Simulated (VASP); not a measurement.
**MoS2: single point with PBE**

**What was measured.**

“Multiwavelength excitation Raman Scattering Analysis of bulk and 2 dimensional MoS2: Vibrational properties of atomically thin MoS2 layers”, 2015, arxiv:1506.03228 reports, for a bulk crystal of MoS2 at 300 K: band gap 1.3 eV (indirect).

MoS2:

```
CELL_PARAMETERS angstrom
3.16900 0.00000 0.00000
-1.58450 2.74443 0.00000
0.00000 0.00000 12.32400
ATOMIC_POSITIONS crystal
Mo 0.33333 0.66667 0.25000
Mo 0.66667 0.33333 0.75000
S 0.33333 0.66667 0.62300
S 0.66667 0.33333 0.12300
S 0.33333 0.66667 0.87700
S 0.66667 0.33333 0.37700
```

```yaml
Program: VASP 6.6.1
Task: single point
Functional: PBE
Potentials_or_basis: VASP PAW PBE potentials, release 64 (Mo_sv, S)
Cutoff: 520 eV
k_mesh: 10 × 10 × 3
Occupations: methfessel-paxton, width 0.15 eV
Spin: no spin polarisation
```

```json
{
 "Pressure": "1.8 GPa",
 "Largest force": "0.078 eV/Å",
 "Band gap on the k mesh": "0.94 eV, indirect (least direct gap 1.87 eV)"
}
```

Forces on the atoms (eV/Å):
```
Mo   0.000  0.000  0.000
Mo   0.000  0.000  0.000
S    0.000  0.000  0.078
S    0.000  0.000  0.078
S    0.000  0.000 -0.078
S    0.000  0.000 -0.078
```

Stress tensor (GPa, compression positive):
```
1.73 0.00 0.00
0.00 1.73 0.00
0.00 0.00 2.09
```

Levels at points of the mesh, in eV from the valence-band top:
```tsv
k point	band 22	band 23	band 24	band 25	band 26	band 27	band 28	band 29	band 30	band 31
(0.00, 0.00, 0.00)	-2.12	-2.12	-1.18	-1.14	0.00	2.11	2.11	2.14	2.14	2.27
(0.50, 0.00, 0.00)	-2.48	-1.72	-1.52	-1.39	-1.27	1.61	1.66	2.01	2.27	2.87
```

Run time: 42 s on 1 thread of Intel(R) Xeon(R) 6975P-C (Granite Rapids), with other jobs on the host, peak memory 0.26 GiB.

Against the measured gap of MoS2, 1.3 eV (indirect; 300 K; “Multiwavelength excitation Raman Scattering Analysis of bulk and 2 dimensional MoS2: Vibrational properties of atomically thin MoS2 layers”, 2015, arxiv:1506.03228), the calculated 0.94 eV is off by -0.36 eV. Spin-orbit coupling on Mo is left out. The value is that of PBE on a finite k mesh, which can miss the band edges, without temperature or zero-point motion. Semilocal functionals fall short of measured gaps as a rule.

Caveat: this functional lacks dispersion, which binds the layers, so the pressure and a relaxed spacing across them are unreliable.
